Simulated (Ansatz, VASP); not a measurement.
# SrO in VASP and in Ansatz

The input INCAR:

```
PREC = Accurate
ENCUT = 520
EDIFF = 1E-6
ISMEAR = 0
SIGMA = 0.05
LREAL = F
LASPH = T
NELM = 80
ALGO = Normal
ISIF = 2
LWAVE = F
LCHARG = F
GGA = PE
NBANDS = 15
```

The input KPOINTS:

```
regular mesh
0
Gamma
  8 8 8
```

Contents of POSCAR:

```
SrO
1.0
    0.0194804382      2.5973917585      2.5973917585
    2.5973917585      0.0194804382      2.5973917585
    2.6168721967      2.6168721967      0.0000000000
Sr O
1 1
Direct
    0.0000000000      0.0000000000      0.0000000000
    0.5000000000      0.5000000000      0.5000000000
```

Input for Ansatz:

```yaml
crystal:
  lattice:
    - [0.0194804382, 2.5973917585, 2.5973917585]
    - [2.5973917585, 0.0194804382, 2.5973917585]
    - [2.6168721967, 2.6168721967, 0.0]
  atoms:
    - { symbol: Sr, position: [0.0, 0.0, 0.0] }
    - { symbol: O, position: [0.5, 0.5, 0.5] }
basis:
  ecutwfc: 420
kpoints:
  mp_grid: { grid: [8, 8, 8] }
hamiltonian:
  xc: pbe
scf:
  occupations: { method: gaussian, width: 0.05 }
output:
  forces: true
  stress: true
  eigenvalues: true
```

Change from the starting cell: strain +0.0150 x Voigt [0, 0, 0, 0, 0, 1], atoms carried along.

Alike in both runs: task single point; functional PBE; k mesh 8 × 8 × 8; occupations gaussian, width 0.05 eV; no spin polarisation.

|  | VASP | Ansatz |
| --- | --- | --- |
| version | VASP 6.6.1 | Ansatz 0.2.0 |
| potentials or method | VASP PAW PBE potentials, release 64 (Sr_sv, O), cutoff 520 eV | scalar-relativistic, plane waves, PAW |
| valence electrons in the cell | 16 | 16 |

```csv
,VASP,Ansatz,Ansatz less VASP
gap on the k mesh at the Fermi level (eV),3.26,3.31,+0.045
least direct gap on the mesh (eV),3.37,3.40,+0.036
pressure (GPa),0.5,0.0,-0.51
"traceless stress, the component that is largest in VASP (GPa)",-0.81,-0.82,0.000
```

With one functional, cell and mesh, what is left measures potentials, basis and numerics.
